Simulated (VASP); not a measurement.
Crystal: W.

```xyz
1
Lattice="-1.5823 1.5823 1.5823 1.5823 -1.5823 1.5823 1.5823 1.5823 -1.5823" Properties=species:S:1:pos:R:3 pbc="T T T"
W     0.0000    0.0000    0.0000
```

Base run:

| Quantity | Value |
| --- | --- |
| Program | VASP 6.6.1 |
| Functional | b88 exchange, pbe correlation |
| Potentials or basis | VASP PAW PBE potentials, release 64 (W_sv) |
| Cutoff | 500 eV |
| k mesh | 12 × 12 × 12 |
| Occupations | fermi-dirac, width 0.05 eV |
| Spin | no spin polarisation |

Its results: band gap on the k mesh zero (bands 7 and 8 overlap by 6.39 eV); pressure 5.9 GPa.

Q: The run is repeated on the same cell with these changes: functional from b88 exchange, pbe correlation to r2SCAN50; cutoff from 500 eV to 520 eV; k mesh from 12 × 12 × 12 to 6 × 6 × 6. What comes out?

A: Band gap on the k mesh zero (bands 7 and 8 overlap by 10.24 eV); pressure -11.8 GPa.

Several settings changed at once.

Caveats: some runs use coarse meshes; the PAW data sets were made with another functional, which shifts forces and pressure a little; spin-orbit coupling is left out, which moves the levels of the heavy elements; the cell stands under pressure (at least some runs).
